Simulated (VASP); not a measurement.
Wanted: the native input for a VASP 6.6.1 run.

| Quantity | Value |
| --- | --- |
| Task | single point |
| Functional | PBE |
| Potentials or basis | VASP PAW PBE potentials, release 64 (Sn_d, O) |
| Cutoff | 520 eV |
| k mesh | 1 × 1 × 1 |
| Occupations | gaussian, width 0.05 eV |
| Spin | no spin polarisation |
| Dipole correction | no |
| Further INCAR settings | LREAL = Auto; ALGO = Normal; EDIFF = 1e-06; NBANDS = 358 |

The structure of SnO lies in POSCAR:

```
SnO
1.0
   -6.7100100000      0.0000000000     -8.4439400000
   -6.7100100000      0.0000000000      8.4439400000
    6.7100100000     11.3482080000      0.0000000000
Sn O
32 32
Direct
    0.9296910000      0.1862630000      0.1159540000
    0.9296910000      0.6862630000      0.6159540000
    0.4296910000      0.1862630000      0.1159540000
    0.9296910000      0.1862630000      0.6159540000
    0.6796910000      0.4362630000      0.6159540000
    0.4296910000      0.6862630000      0.6159540000
    0.9296910000      0.6862630000      0.1159540000
    0.6796910000      0.9362630000      0.1159540000
    0.4296910000      0.1862630000      0.6159540000
    0.1796910000      0.4362630000      0.6159540000
    0.6796910000      0.4362630000      0.1159540000
    0.4296910000      0.6862630000      0.1159540000
    0.1796910000      0.9362630000      0.1159540000
    0.6796910000      0.9362630000      0.6159540000
    0.1796910000      0.4362630000      0.1159540000
    0.1796910000      0.9362630000      0.6159540000
    0.0637370000      0.0703090000      0.3840460000
    0.0637370000      0.5703090000      0.8840460000
    0.5637370000      0.0703090000      0.3840460000
    0.0637370000      0.0703090000      0.8840460000
    0.8137370000      0.3203090000      0.8840460000
    0.5637370000      0.5703090000      0.8840460000
    0.0637370000      0.5703090000      0.3840460000
    0.8137370000      0.8203090000      0.3840460000
    0.5637370000      0.0703090000      0.8840460000
    0.3137370000      0.3203090000      0.8840460000
    0.8137370000      0.3203090000      0.3840460000
    0.5637370000      0.5703090000      0.3840460000
    0.3137370000      0.8203090000      0.3840460000
    0.8137370000      0.8203090000      0.8840460000
    0.3137370000      0.3203090000      0.3840460000
    0.3137370000      0.8203090000      0.8840460000
    0.0385980000      0.4070270000      0.4456250000
    0.0385980000      0.9070270000      0.9456250000
    0.5385980000      0.4070270000      0.4456250000
    0.0385980000      0.4070270000      0.9456250000
    0.7885980000      0.6570270000      0.9456250000
    0.5385980000      0.9070270000      0.9456250000
    0.0385980000      0.9070270000      0.4456250000
    0.7885980000      0.1570270000      0.4456250000
    0.5385980000      0.4070270000      0.9456250000
    0.2885980000      0.6570270000      0.9456250000
    0.7885980000      0.6570270000      0.4456250000
    0.5385980000      0.9070270000      0.4456250000
    0.2885980000      0.1570270000      0.4456250000
    0.7885980000      0.1570270000      0.9456250000
    0.2885980000      0.6570270000      0.4456250000
    0.2885980000      0.1570270000      0.9456250000
    0.8429730000      0.9614020000      0.0543750000
    0.8429730000      0.4614020000      0.5543750000
    0.3429730000      0.9614020000      0.0543750000
    0.8429730000      0.9614020000      0.5543750000
    0.5929730000      0.2114020000      0.5543750000
    0.3429730000      0.4614020000      0.5543750000
    0.8429730000      0.4614020000      0.0543750000
    0.5929730000      0.7114020000      0.0543750000
    0.3429730000      0.9614020000      0.5543750000
    0.0929730000      0.2114020000      0.5543750000
    0.5929730000      0.2114020000      0.0543750000
    0.3429730000      0.4614020000      0.0543750000
    0.0929730000      0.7114020000      0.0543750000
    0.5929730000      0.7114020000      0.5543750000
    0.0929730000      0.2114020000      0.0543750000
    0.0929730000      0.7114020000      0.5543750000
```

These files were run (other wordings do the same):

INCAR

```
SYSTEM = SnO
PREC = Accurate ; ENCUT = 520
EDIFF = 1E-6 ; ISMEAR = 0
SIGMA = 0.05 ; LREAL = Auto
LASPH = .True. ; NELM = 80
ALGO = Normal ; ISIF = 2
LWAVE = .False. ; LCHARG = .True.
GGA = PE ; LELF = .True.
LVHAR = .True. ; NBANDS = 358
LUSENCCL = .False.
```

KPOINTS

```
regular mesh
0
Gamma
  1 1 1
  0 0 0
```

Potentials or basis: VASP PAW PBE potentials, release 64 (Sn_d, O).

The run is started by

```sh
$ cat potpaw_PBE.64/Sn_d/POTCAR potpaw_PBE.64/O/POTCAR > POTCAR
$ mpirun -np 1 vasp_gam > vasp.out
```

Results of the run:

* Pressure: 0.5 GPa
* Largest force: 0.099 eV/Å
* Band gap on the k mesh: 1.89 eV

Caveat: the k points lie up to 0.66 Å⁻¹ apart; spin-orbit coupling is left out, which moves the levels of the heavy elements.

It took 2.5 min on 1 × NVIDIA H100 80GB with 1 thread of AMD EPYC 7R13 Processor (Zen 3), with other jobs on the host, peak memory 1.9 GiB.
